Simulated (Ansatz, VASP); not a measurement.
**One calculation of O, two programs**

```xyz
2
Lattice="1.4233 0.8218 3.4083 -1.4233 0.8218 3.4083 0.0000 -1.6435 3.4083" Properties=species:S:1:pos:R:3 pbc="T T T"
O     0.0000    0.0000    0.5979
O     0.0000    0.0000    9.6270
```

Alike in both runs: functional LDA; k mesh 3 × 3 × 3; occupations gaussian, width 0.1 eV; no spin polarisation.

Ansatz relaxed the structure, and its values are those at the end. VASP's run is a single point on that final structure, the one shown.

```csv
,VASP,Ansatz
version,VASP 6.6.1,Ansatz 0.2.0
potentials or method,"VASP PAW LDA potentials, release 64 (O), cutoff 600 eV","scalar-relativistic, plane waves, PAW"
valence electrons in the cell,12,12
```

|  | VASP | Ansatz | Ansatz less VASP |
| --- | --- | --- | --- |
| gap on the k mesh at the Fermi level (eV) | none | none | - |
| pressure (GPa) | -2.9 | -7.3 | -4.41 |
| rms of the force components (eV/Å) | 1.066 | 0.000 | -1.0664 |

LDA's correlation is that of Perdew and Zunger in VASP and of Perdew and Wang (1992) in Ansatz. A gap of «none» marks a metal or a gap that the smearing closes. Ansatz's warnings: stress scf threshold loose.

The k mesh is coarse, so the values compare programs but aren't converged. Noted on VASP's run: the standard files for N, O and F lose accuracy on very short bonds; spin is off for a triplet molecule.
